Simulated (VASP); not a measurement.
Set up this calculation in VASP 6.6.1, as the native input.

- Task: single point
- Functional: r2SCAN
- Potentials or basis: VASP PAW PBE potentials, release 64 (Mn_sv, O)
- Cutoff: 770 eV
- k mesh: 10 × 10 × 10
- Occupations: fermi-dirac, width 0.05 eV
- Spin: collinear spin, ferromagnetic start
- Starting moments: [4.0, 0.0] μB
- Hubbard terms: Mn d U = 4.0 eV
- Dipole correction: no
- Further INCAR settings: ALGO = Normal; EDIFF = 1e-06; NBANDS = 22

The system is MnO.

```
CELL_PARAMETERS angstrom
0.00000 2.22391 2.22391
2.22391 0.00000 2.22391
2.22391 2.22391 0.00000
ATOMIC_POSITIONS crystal
Mn 0.00000 0.00000 0.00000
O 0.50000 0.50000 0.50000
```

These files were run (other wordings do the same):

POSCAR

```
MnO
1.0
    0.0000000000      2.2239077028      2.2239077028
    2.2239077028      0.0000000000      2.2239077028
    2.2239077028      2.2239077028      0.0000000000
Mn O
1 1
Direct
    0.0000000000      0.0000000000      0.0000000000
    0.5000000000      0.5000000000      0.5000000000
```

INCAR.step1

```
  PREC = Accurate
  ENCUT = 770
  ISMEAR = -1
  SIGMA = 0.05
  LREAL = F
  LASPH = T
  NELM = 200
  ISPIN = 2
  MAGMOM = 4 0
  LMAXMIX = 4
  LDAU = T
  LDAUTYPE = 2
  LDAUL = 2 -1
  LDAUU = 4 0
  LDAUJ = 0 0
  NBANDS = 22
  GGA = PE
  ALGO = Normal
  EDIFF = 1E-5
  LWAVE = T
  LCHARG = F
  GGA_COMPAT = F
```

INCAR.step2

```
  PREC = Accurate
  ENCUT = 770
  EDIFF = 1E-6
  ISMEAR = -1
  SIGMA = 0.05
  LREAL = F
  LASPH = T
  NELM = 200
  ALGO = Normal
  ISIF = 2
  LWAVE = F
  LCHARG = F
  ISPIN = 2
  MAGMOM = 4 0
  LORBIT = 11
  LMAXMIX = 4
  LDAU = T
  LDAUTYPE = 2
  LDAUL = 2 -1
  LDAUU = 4 0
  LDAUJ = 0 0
  LDAUPRINT = 1
  METAGGA = R2SCAN
  LMIXTAU = T
  NBANDS = 22
  ISTART = 1
  GGA_COMPAT = F
```

KPOINTS

```
Automatic mesh
0
Gamma
  10 10 10
```

Potentials or basis: VASP PAW PBE potentials, release 64 (Mn_sv, O).

The run is started by

```sh
$ cat potpaw_PBE.64/Mn_sv/POTCAR potpaw_PBE.64/O/POTCAR > POTCAR
$ cp INCAR.step1 INCAR
$ mpirun -np 1 vasp_std > vasp.out
$ cp INCAR.step2 INCAR
$ mpirun -np 1 vasp_std > vasp.out
```

Results of the run:

- Pressure: 1.8 GPa
- Band gap on the k mesh: 0.87 eV (least direct gap 3.23 eV)
- Net moment: 5.00 μB per cell
- Site moments: Mn +4.57; O +0.16 μB
- Valence electrons inside the program's atomic spheres: Mn 12.90; O 5.05

Caveat: the PAW data sets were made with another functional, which shifts forces and pressure a little; a cell with one magnetic atom can't hold antiferromagnetic order, which such compounds often take.

It took 4.7 min on 1 thread of AMD EPYC 7R13 Processor (Zen 3) (shared host), peak memory 0.19 GiB.
